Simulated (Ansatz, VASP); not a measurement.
**Hf: VASP beside Ansatz**

```xyz
3
Lattice="4.6340 0.0000 0.0000 -2.3170 4.0131 0.0000 0.0000 0.0000 2.8824" Properties=species:S:1:pos:R:3 pbc="T T T"
Hf    0.0000    0.0000    0.0000
Hf    0.0000    2.6754    1.4412
Hf    2.3170    1.3377    1.4412
```

Change from the starting cell: volume scaled by 0.8, LAPW.

Alike in both runs: task single point; functional PBE; k mesh 8 × 8 × 11; occupations fermi-dirac, width 0.08 eV; no spin polarisation.

|  | VASP | Ansatz |
| --- | --- | --- |
| version | VASP 6.6.1 | Ansatz 0.2.0 |
| potentials or method | VASP PAW PBE potentials, release 64 (Hf_pv), cutoff 520 eV | all-electron LAPW, scalar-relativistic |

Ansatz gave:

- pressure (GPa): 35.4
- traceless stress, the component that is largest in VASP (GPa): 0.00

Problem. Which values does VASP return?

Solution. Pressure (GPa): 34.8; traceless stress, the component that is largest in VASP (GPa): 0.25.

Both programs put the cell under a high pressure, so it lies far from rest at this level. Ansatz ran all-electron here, and VASP with PAW potentials.

Spin-orbit coupling is off throughout.
